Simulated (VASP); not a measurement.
Write the native input for VASP 6.6.1 that does the following.

* Task: relaxation of cell and atoms
* Functional: PBEsol
* Potentials or basis: VASP PAW PBE potentials, release 64 (Sc_sv, Al, As)
* Cutoff: 600 eV
* k mesh: 6 × 6 × 6
* Occupations: fermi-dirac, width 0.03 eV
* Spin: no spin polarisation
* Dipole correction: no
* Further INCAR settings: ALGO = Normal; EDIFF = 1e-06; IBRION = 2; EDIFFG = -0.01; NSW = 100; ISIF = 3

The structure of ScAl2As3 lies in POSCAR:

```
ScAl2As3
1.0
   -1.9053815100      2.6981140100      5.7733682100
    1.9053815100     -2.6981140100      5.7733682100
    1.9053815100      2.6981140100     -5.7733682100
Sc Al As
1 2 3
Direct
    0.0000000000      0.0000000000      0.0000000000
    0.6641442600      0.6641442600      0.0000000000
    0.3358557400      0.3358557400      0.0000000000
    0.5000000000      0.0000000000      0.5000000000
    0.1667561500      0.6667561500      0.5000000000
    0.8332438500      0.3332438500      0.5000000000
```

These files were run (other wordings do the same):

INCAR

```
PREC = Accurate ; ENCUT = 600
EDIFF = 1E-6 ; ISMEAR = -1
SIGMA = 0.03 ; LREAL = False
LASPH = True ; NELM = 60
ALGO = Normal ; ISIF = 3
LWAVE = False ; LCHARG = False
GGA = PS ; IBRION = 2
NSW = 100 ; EDIFFG = -0.01
```

KPOINTS

```
regular mesh
0
Gamma
  6 6 6
```

Potentials or basis: VASP PAW PBE potentials, release 64 (Sc_sv, Al, As).

Launch:

```bash
$ cat potpaw_PBE.64/Sc_sv/POTCAR potpaw_PBE.64/Al/POTCAR potpaw_PBE.64/As/POTCAR > POTCAR
$ mpirun -np 1 vasp_std > vasp.out
```

Results of the run:

```yaml
Relaxed_volume: 18.90 Å³/atom
Relaxed_cell: a = 6.525 Å, b = 6.525 Å, c = 6.525 Å, α = 146.84°, β = 131.14°, γ = 60.33°
Space_group_after_relaxing_to_0.1_Å: Immm (No. 71)
Energy_gained_by_relaxing: 28.4 meV/atom
Ionic_steps: 11
Pressure_after_relaxing: 0.0 GPa
Largest_force_after_relaxing: 0.004 eV/Å
Band_gap_on_the_k_mesh: zero (bands 16 and 17 overlap by 1.28 eV)
```

Caveat: the PAW data sets were made with another functional, which shifts forces and pressure a little.

Run time: 14 min on 1 thread of AMD EPYC 9R45 96-Core Processor (Zen 5), with other jobs on the host, peak memory 0.47 GiB.
